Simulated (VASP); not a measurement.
# Rb: single point with r2SCAN

The system is Rb.

```xyz
1
Lattice="-2.8677 2.8677 2.8677 2.8677 -2.8677 2.8677 2.8677 2.8677 -2.8677" Properties=species:S:1:pos:R:3 pbc="T T T"
Rb    0.0000    0.0000    0.0000
```

```json
{
 "Program": "VASP 6.6.1",
 "Task": "single point",
 "Functional": "r2SCAN",
 "Potentials or basis": "VASP PAW PBE potentials, release 64 (Rb_sv)",
 "Cutoff": "520 eV",
 "k mesh": "8 × 8 × 8",
 "Occupations": "methfessel-paxton, width 0.6 eV",
 "Spin": "no spin polarisation",
 "Dipole correction": "no",
 "Further INCAR settings": "ALGO = Normal; EDIFF = 1e-07; NBANDS = 10"
}
```

```
Pressure               : 0.0 GPa
Band gap on the k mesh : zero (an odd number of electrons rules out a gap without spin polarisation)
```

Levels at points of the mesh, in eV from the Fermi level:
```csv
k point,band 1,band 2,band 3,band 4,band 5,band 6,band 7,band 8,band 9
"(0.00, 0.00, 0.00)",-30.11,-13.60,-13.60,-13.60,-2.06,4.07,4.07,4.07,5.02
"(0.50, 0.00, 0.00)",-30.11,-13.69,-13.63,-13.60,0.35,0.68,2.85,4.71,5.41
"(0.50, 0.50, 0.50)",-30.10,-13.66,-13.66,-13.66,1.33,1.33,3.41,3.41,3.41
```

Run time: 4.4 min on 1 thread of Intel Xeon 8259CL, on a shared host, peak memory 0.25 GiB.

Caveat: so wide a smearing shifts energies and pressures; the PAW data sets were made with another functional, which shifts forces and pressure a little.
